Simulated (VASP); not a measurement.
# In7GaAsP7 (P1) in VASP: single point with PBEsol

Aim: the single point of In7GaAsP7 with PBEsol.

All numbers are computed with VASP 6.6.1; they aren't measurements. Logs are shortened: lines on timing, memory, paths and dates and some standing lists are left out, and cuts for length are marked.

## 1. The cell of the first run

The typed cell holds 64 atoms: a = 11.695 Å, b = 11.695 Å, c = 11.695 Å, α = 90.00°, β = 90.00°, γ = 90.00°.

## 2. Single point, PBEsol

File INCAR:

```
ALGO = Normal ; EDIFF = 1E-6
ENCUT = 500 ; GGA = PS
GGA_COMPAT = False ; ISIF = 2
ISMEAR = -1 ; ISYM = 0
LASPH = True ; LCHARG = True
LELF = True ; LREAL = Auto
LVHAR = True ; LWAVE = False
NBANDS = 326 ; NCORE = 4
NELM = 120 ; PREC = Accurate
SIGMA = 0.05
```

File KPOINTS:

```
Automatic mesh
0
Gamma
  1 1 1
  0.25 0.25 0.25
```

File POSCAR:

```
In7GaAsP7
1.0
   11.6950606769      0.0000000000      0.0000000000
    0.0000000000     11.6950606769      0.0000000000
    0.0000000000      0.0000000000     11.6950606769
In Ga P As
28 4 28 4
Direct
    0.0027710000      0.0055690000      0.9987250000
    0.0020420000      0.0047720000      0.4986740000
    0.0001980000      0.4973390000      0.0026080000
    0.0022590000      0.4951040000      0.4988060000
    0.5028750000      0.0007500000      0.9942700000
    0.4968760000      0.4997830000      0.9932020000
    0.4970530000      0.4993800000      0.5026870000
    0.2477750000      0.2505850000      0.0024850000
    0.2494660000      0.7471540000      0.9936480000
    0.2542240000      0.7524080000      0.5033070000
    0.7532930000      0.2506540000      0.0015960000
    0.7498660000      0.2476740000      0.4986780000
    0.7473070000      0.7497460000      0.9913750000
    0.7467360000      0.7522030000      0.5033210000
    0.2439840000      0.0053950000      0.2547060000
    0.2551040000      0.0008590000      0.7454260000
    0.2482750000      0.4948040000      0.2522940000
    0.2515560000      0.4998660000      0.7466700000
    0.7470340000      0.0060070000      0.2554840000
    0.7466250000      0.9986470000      0.7468120000
    0.7565590000      0.4947150000      0.2540750000
    0.7471570000      0.5017120000      0.7494910000
    0.0015830000      0.2510730000      0.7475130000
    0.0025160000      0.7464870000      0.2530120000
    0.0004750000      0.7504780000      0.7488280000
    0.4999160000      0.2512340000      0.2513520000
    0.4969150000      0.2479290000      0.7439880000
    0.5001350000      0.7527410000      0.2585250000
    0.5009630000      0.9966090000      0.5067580000
    0.2461620000      0.2495830000      0.5006120000
    0.0020940000      0.2496360000      0.2523910000
    0.4994780000      0.7513050000      0.7460090000
    0.1180500000      0.1334710000      0.1322860000
    0.1318330000      0.1310530000      0.6196150000
    0.1268800000      0.6226160000      0.1246690000
    0.1253010000      0.6248310000      0.6230850000
    0.6240350000      0.1260920000      0.1236240000
    0.6191700000      0.1183690000      0.6174680000
    0.6167290000      0.6305190000      0.6307980000
    0.3750660000      0.3754560000      0.1236310000
    0.3655950000      0.3677820000      0.6166460000
    0.3881670000      0.8744560000      0.6260520000
    0.8842650000      0.3668700000      0.1332390000
    0.8722130000      0.3748370000      0.6246320000
    0.8766110000      0.8774630000      0.6234190000
    0.3736490000      0.1268550000      0.8749710000
    0.3725240000      0.6229800000      0.3763530000
    0.3807900000      0.6313870000      0.8629840000
    0.8821610000      0.1328690000      0.3694550000
    0.8737180000      0.1249630000      0.8709490000
    0.8746940000      0.6246810000      0.3792550000
    0.8765860000      0.6225920000      0.8738120000
    0.1247810000      0.3605140000      0.3750010000
    0.1260100000      0.3760620000      0.8741730000
    0.1250150000      0.8738900000      0.3780050000
    0.1260370000      0.8779890000      0.8715240000
    0.6248090000      0.3757390000      0.3774550000
    0.6241630000      0.3716290000      0.8722120000
    0.6193890000      0.8842170000      0.3847920000
    0.6171620000      0.8683190000      0.8638060000
    0.6256160000      0.6228120000      0.1267500000
    0.3725420000      0.8773370000      0.1252570000
    0.8729620000      0.8755990000      0.1249960000
    0.3759100000      0.1244140000      0.3907320000
```

Potentials or basis: VASP PAW PBE potentials, release 64 (In_d, Ga_d, P, As).

Command:

```
$ cat potpaw_PBE.64/In_d/POTCAR potpaw_PBE.64/Ga_d/POTCAR potpaw_PBE.64/P/POTCAR potpaw_PBE.64/As/POTCAR > POTCAR
$ mpirun -np 4 vasp_std > vasp.out
```

OUTCAR:

```text
EDIFF = 1E-6
   ENCUT = 500
   GGA = PS
   ISIF = 2
   ISMEAR = -1
   ISYM = 0
   LASPH = True
   LREAL = Auto
   NELM = 120
   PREC = Accurate

 ion  position               nearest neighbor table
   1  0.003  0.006  0.999-  50 2.54  33 2.55  56 2.55  63 2.61
   2  0.002  0.005  0.499-  55 2.53  34 2.55  49 2.55  45 2.55  15 4.02
   3  0.000  0.497  0.003-  35 2.53  54 2.54  43 2.55  52 2.55
   4  0.002  0.495  0.499-  44 2.54  51 2.54  36 2.55  53 2.57
   5  0.503  0.001  0.994-  46 2.53  37 2.54  60 2.55  62 2.60
   6  0.497  0.500  0.993-  58 2.54  40 2.54  48 2.56  61 2.60
   7  0.497  0.499  0.503-  47 2.53  57 2.54  41 2.55  39 2.56
   8  0.248  0.251  0.002-  40 2.52  54 2.54  33 2.55  46 2.55
   9  0.249  0.747  0.994-  56 2.54  35 2.55  48 2.55  62 2.60
  10  0.254  0.752  0.503-  47 2.53  55 2.54  36 2.54  42 2.56
  11  0.753  0.251  0.002-  37 2.54  50 2.55  43 2.56  58 2.56
  12  0.750  0.248  0.499-  57 2.53  44 2.54  49 2.55  38 2.56  19 4.01
  13  0.747  0.750  0.991-  52 2.53  60 2.54  61 2.60  63 2.60
  14  0.747  0.752  0.503-  45 2.53  59 2.55  39 2.56  51 2.56
  15  0.244  0.005  0.255-  55 2.53  33 2.54  62 2.61  64 2.62   2 4.02
  16  0.255  0.001  0.745-  46 2.53  56 2.55  42 2.56  34 2.56
  17  0.248  0.495  0.252-  40 2.53  47 2.54  35 2.55  53 2.57
  18  0.252  0.500  0.747-  36 2.53  54 2.54  41 2.55  48 2.55
  19  0.747  0.006  0.255-  37 2.53  49 2.54  59 2.56  63 2.61  12 4.01
  20  0.747  0.999  0.747-  45 2.53  38 2.54  60 2.55  50 2.55
  21  0.757  0.495  0.254-  51 2.52  57 2.53  43 2.54  61 2.61
  22  0.747  0.502  0.749-  52 2.53  58 2.54  44 2.54  39 2.55
  23  0.002  0.251  0.748-  54 2.54  44 2.54  50 2.55  34 2.55
  24  0.003  0.746  0.253-  55 2.53  51 2.54  35 2.54  63 2.61
  25  0.000  0.750  0.749-  56 2.54  36 2.54  45 2.54  52 2.54
[... 37 lines left out ...]
  63  0.873  0.876  0.125-  13 2.60   1 2.61  24 2.61  19 2.61
  64  0.376  0.124  0.391-  30 2.47  29 2.49  15 2.62  26 2.64

IMPORTANT INFORMATION: All symmetrisations will be switched off!
NOSYMM: (Re-)initialisation of all symmetry stuff for point group C_1.

----------------------------------------------------------------------------------------

                                     Primitive cell

  volume of cell :    1599.5854

  direct lattice vectors                    reciprocal lattice vectors
    11.695060677  0.000000000  0.000000000     0.085506183  0.000000000  0.000000000
     0.000000000 11.695060677  0.000000000     0.000000000  0.085506183  0.000000000
     0.000000000  0.000000000 11.695060677     0.000000000  0.000000000  0.085506183

  length of vectors
    11.695060677 11.695060677 11.695060677     0.085506183  0.085506183  0.085506183

  position of ions in fractional coordinates (direct lattice)
     0.002771000  0.005569000  0.998725000
     0.002042000  0.004772000  0.498674000
     0.000198000  0.497339000  0.002608000
     0.002259000  0.495104000  0.498806000
     0.502875000  0.000750000  0.994270000
     0.496876000  0.499783000  0.993202000
[... 56 lines left out ...]
     0.872962000  0.875599000  0.124996000
     0.375910000  0.124414000  0.390732000

  ion indices of the primitive-cell ions
   primitive index   ion index
                 1           1
                 2           2
                 3           3
                 4           4
                 5           5
                 6           6
[... 56 lines left out ...]
                63          63
                64          64

----------------------------------------------------------------------------------------

 KPOINTS: Automatic mesh

Automatic generation of k-mesh.
 Grid dimensions read from file:
 generate k-points for:    1    1    1

 Generating k-lattice:

  Cartesian coordinates                     Fractional coordinates (reciprocal lattice)
     0.085506183  0.000000000  0.000000000     1.000000000  0.000000000  0.000000000
     0.000000000  0.085506183  0.000000000     0.000000000  1.000000000  0.000000000
     0.000000000  0.000000000  0.085506183     0.000000000  0.000000000  1.000000000

  Length of vectors
     0.085506183  0.085506183  0.085506183

  Shift w.r.t. Gamma in fractional coordinates (k-lattice)
     0.250000000  0.250000000  0.250000000

 Subroutine IBZKPT returns following result:
 ===========================================

 Found      4 irreducible k-points:

 Following reciprocal coordinates:
            Coordinates               Weight
  0.250000  0.250000  0.250000      2.000000
 -0.250000  0.250000  0.250000      2.000000
 -0.250000 -0.250000  0.250000      2.000000
  0.250000 -0.250000  0.250000      2.000000
   k-points           NKPTS =      4   k-points in BZ     NKDIM =      4   number of bands    NBANDS=    326
   number of dos      NEDOS =    301   number of ions     NIONS =     64
   total plane-waves  NPLWV = 729000
   dimension x,y,z NGX =    90 NGY =   90 NGZ =   90
   dimension x,y,z NGXF=   180 NGYF=  180 NGZF=  180
   ions per type =              28   4  28   4
   NGX,Y,Z   is equivalent  to a cutoff of  12.79, 12.79, 12.79 a.u.
   NGXF,Y,Z  is equivalent  to a cutoff of  25.59, 25.59, 25.59 a.u.
 SYSTEM =  unknown system
   PREC   = accura    normal or accurate (medium, high low for compatibility)
   ISTART =      0    job   : 0-new  1-cont  2-samecut
   ICHARG =      2    charge: 1-file 2-atom 10-const
   ISPIN  =      1    spin polarized calculation?
   LNONCOLLINEAR =      F non collinear calculations
   LSORBIT =      F    spin-orbit coupling
   LASPH  =      T    aspherical Exc in radial PAW
   ENCUT  =  500.0 eV  36.75 Ry    6.06 a.u.  21.32 21.32 21.32*2*pi/ulx,y,z
   NELM   =    120;   NELMIN=  2; NELMDL= -5     # of ELM steps
   EDIFF  = 0.1E-05   stopping-criterion for ELM
   LREAL  =      T    real-space projection
   EDIFFG = 0.1E-04   stopping-criterion for IOM
   NSW    =      0    number of steps for IOM
   IBRION =     -1    ionic relax: 0-MD 1-quasi-New 2-CG
   NFREE  =      0    steps in history (QN), initial steepest desc. (CG)
   ISIF   =      2    stress and relaxation
   ISYM   =      0    0-nonsym 1-usesym 2-fastsym
   POTIM  = 0.5000    time-step for ionic-motion
   TEBEG  =    0.0;   TEEND  =   0.0 temperature during run
   PSTRESS=    0.0 pullay stress
   NELECT =     576.0000    total number of electrons
   NUPDOWN=      -1.0000    fix difference up-down
   EMIN   =  10.00;   EMAX   =-10.00  energy-range for DOS
   EFERMI =   0.00;   METHOD = LEGACY
   ISMEAR =    -1;   SIGMA  =   0.05  broadening in eV -4-tet -1-fermi 0-gaus
   EFERMI_NEDOS =   21; number of points for ismear=-14 and -15
   IALGO  =     38    algorithm
   IMIX   =      4    mixing-type and parameters
     AMIX     =   0.40;   BMIX     =  1.00
     AMIX_MAG =   1.60;   BMIX_MAG =  1.00
  volume/ion in A,a.u.               =      24.99       168.66
  Fermi-wavevector in a.u.,A,eV,Ry     =   1.164698  2.200959 18.456582  1.356520
  Thomas-Fermi vector in A             =   2.301232
   LORBIT       =      0    0 simple, 1 ext, 2 COOP (PROOUT), +10 PAW based schemes
   GGA     = PS    functional components
   LHFCALC =     F    Hartree Fock is set to
   AEXX    =    0.0000 exact exchange contribution
   IVDW    =     0    specifies the selected vdW correction
   LEPSILON=     F    determine dielectric tensor
   LRPA    =     F    only Hartree local field effects (RPA)
 non-spin polarized calculation
  energy-cutoff  :      500.00
  volume of cell :     1599.59
 maximum number of plane-waves:     40588
 NGX is ok and might be reduce to    90
   NGX = 43   NGY = 43   NGZ = 43

 number of electron     576.0000009 magnetization

 Free energy of the ion-electron system (eV)
  ---------------------------------------------------
  ext. energy  EPLUGINS =         0.00000000
  ---------------------------------------------------
  free energy    TOTEN  =      -292.71699398 eV

  energy without entropy =     -292.71699315  energy(sigma->0) =     -292.71699357

 E-fermi :   5.5000     XC(G=0):  -9.4897

 val. band max:        4.7147151008   @ k =  -0.2500   0.2500   0.2500
 cond. band min:       6.2536543622   @ k =   0.2500   0.2500   0.2500
 fundamental gap:      1.5389392614
 Fermi energy:         5.4999579588

 k-point     1 :       0.2500    0.2500    0.2500
  band No.  band energies     occupation
      1      -9.7351      2.00000
      2      -9.7258      2.00000
      3      -9.7229      2.00000
      4      -9.7227      2.00000
      5      -9.7203      2.00000
      6      -9.7189      2.00000
[... 292 lines left out ...]
    299       7.2363      0.00000
    300       7.2644      0.00000

 k-point     2 :      -0.2500    0.2500    0.2500
  band No.  band energies     occupation
      1      -9.7351      2.00000
      2      -9.7258      2.00000
      3      -9.7229      2.00000
      4      -9.7227      2.00000
      5      -9.7203      2.00000
      6      -9.7189      2.00000
[... 292 lines left out ...]
    299       7.2345      0.00000
    300       7.2535      0.00000

 k-point     3 :      -0.2500   -0.2500    0.2500
  band No.  band energies     occupation
      1      -9.7351      2.00000
      2      -9.7258      2.00000
      3      -9.7229      2.00000
      4      -9.7227      2.00000
      5      -9.7203      2.00000
      6      -9.7189      2.00000
[... 292 lines left out ...]
    299       7.2304      0.00000
    300       7.2664      0.00000

 k-point     4 :       0.2500   -0.2500    0.2500
  band No.  band energies     occupation
      1      -9.7351      2.00000
      2      -9.7258      2.00000
      3      -9.7229      2.00000
      4      -9.7226      2.00000
      5      -9.7203      2.00000
      6      -9.7189      2.00000
[... 292 lines left out ...]
    299       7.2327      0.00000
    300       7.2502      0.00000
 [bands above 300 left out]

------------------------ aborting loop because EDIFF is reached ----------------------------------------

  FORCE on cell =-STRESS in cart. coord.  units (eV):
  Direction    XX          YY          ZZ          XY          YZ          ZX
  --------------------------------------------------------------------------------------
  -------------------------------------------------------------------------------------
  Total        0.1502666      0.2123185      0.2840036      0.2926423      0.5950670      0.3872913
  in kB        0.1505101      0.2126625      0.2844638      0.2931165      0.5960312      0.3879189
  external PRESSURE =       0.2158788 kB  Pullay stress =       0.0000000 kB

 VOLUME and BASIS-vectors are now :
 -----------------------------------------------------------------------------
  energy-cutoff  :      500.00
  volume of cell :     1599.59
      direct lattice vectors                 reciprocal lattice vectors
    11.695060677  0.000000000  0.000000000     0.085506183  0.000000000  0.000000000
     0.000000000 11.695060677  0.000000000     0.000000000  0.085506183  0.000000000
     0.000000000  0.000000000 11.695060677     0.000000000  0.000000000  0.085506183

 POSITION                                       TOTAL-FORCE (eV/Angst)
 -----------------------------------------------------------------------------------
      0.03241      0.06513     11.68015        -0.029390      0.000699     -0.012043
      0.02388      0.05581      5.83202        -0.014026     -0.017676     -0.017608
      0.00232      5.81641      0.03050        -0.026228     -0.014743     -0.025870
      0.02642      5.79027      5.83357        -0.021749     -0.008439     -0.014165
      5.88115      0.00877     11.62805        -0.007192     -0.015573     -0.031442
      5.81099      5.84499     11.61556        -0.008150     -0.021848     -0.019529
[... 56 lines left out ...]
     10.20934     10.24018      1.46184         0.019978      0.024601      0.011702
      4.39629      1.45503      4.56963        -0.011833     -0.008240     -0.000764
 -----------------------------------------------------------------------------------
    total drift:                               -0.015900      0.020900     -0.007888

  FREE ENERGIE OF THE ION-ELECTRON SYSTEM (eV)
  ---------------------------------------------------
  free  energy   TOTEN  =      -292.7169939849 eV

  energy  without entropy=     -292.7169931505  energy(sigma->0) =     -292.71699357
```

Wall time 22 min (4 MPI ranks of Intel Xeon Platinum 8259CL at 2.50GHz (Skylake/Cascade Lake), shared host); peak memory 0.67 GiB.

Results:

- Free energy: -292.7170 eV
- Pressure: 0.0 GPa
- Largest force: 0.067 eV/Å
- Band gap on the k mesh: 1.54 eV

Forces on the atoms (eV/Å):
```
In  -0.029  0.001 -0.012
In  -0.014 -0.018 -0.018
In  -0.026 -0.015 -0.026
In  -0.022 -0.008 -0.014
In  -0.007 -0.016 -0.031
In  -0.008 -0.022 -0.020
In  -0.019 -0.010 -0.004
In  -0.015 -0.024 -0.020
In  -0.017 -0.029 -0.016
In  -0.007 -0.018 -0.018
In  -0.008 -0.018 -0.011
In  -0.028 -0.024 -0.006
In  -0.023 -0.004 -0.033
In  -0.011 -0.022 -0.019
In  -0.015 -0.013 -0.002
In  -0.021 -0.023 -0.010
In  -0.017 -0.006 -0.014
In   0.000 -0.013 -0.028
In  -0.014 -0.005 -0.027
In  -0.029 -0.011 -0.010
In  -0.021 -0.027 -0.020
In  -0.019 -0.024 -0.019
In  -0.025 -0.018 -0.002
In  -0.009 -0.019 -0.021
In  -0.021 -0.020 -0.031
In  -0.002  0.002 -0.025
In  -0.004 -0.010 -0.020
In  -0.029 -0.015 -0.005
Ga   0.020 -0.023 -0.011
Ga  -0.016  0.036 -0.001
Ga  -0.007 -0.014 -0.003
Ga  -0.011 -0.017  0.013
P   -0.001  0.014  0.000
P    0.005  0.003  0.004
P    0.012  0.026  0.029
P    0.011  0.014  0.012
P    0.031  0.020  0.024
P    0.048  0.028  0.037
P   -0.003  0.006  0.007
P    0.019  0.010  0.031
P    0.016  0.042  0.025
P   -0.001 -0.012 -0.018
P    0.011 -0.013  0.013
P    0.019  0.014  0.026
P    0.024  0.014  0.013
P   -0.002  0.013  0.030
P    0.012  0.019  0.015
P    0.026  0.015 -0.021
P    0.012  0.016 -0.005
P    0.020  0.021  0.024
P    0.027  0.019  0.033
P    0.025  0.007  0.022
P    0.046  0.001  0.032
P    0.004  0.011  0.015
P    0.021  0.007  0.021
P    0.023  0.028  0.006
P    0.008  0.018  0.000
P    0.017  0.014  0.001
P   -0.025  0.026  0.023
P    0.034  0.030  0.043
As   0.008  0.007  0.015
As   0.019  0.011  0.015
As   0.020  0.025  0.012
As  -0.012 -0.008 -0.001
```

Caveat: the PAW data sets were made with another functional, which shifts forces and pressure a little; spin-orbit coupling is left out, which moves the levels of the heavy elements; a shifted mesh leaves out Γ, where band edges can lie. A k mesh can miss the band edges.
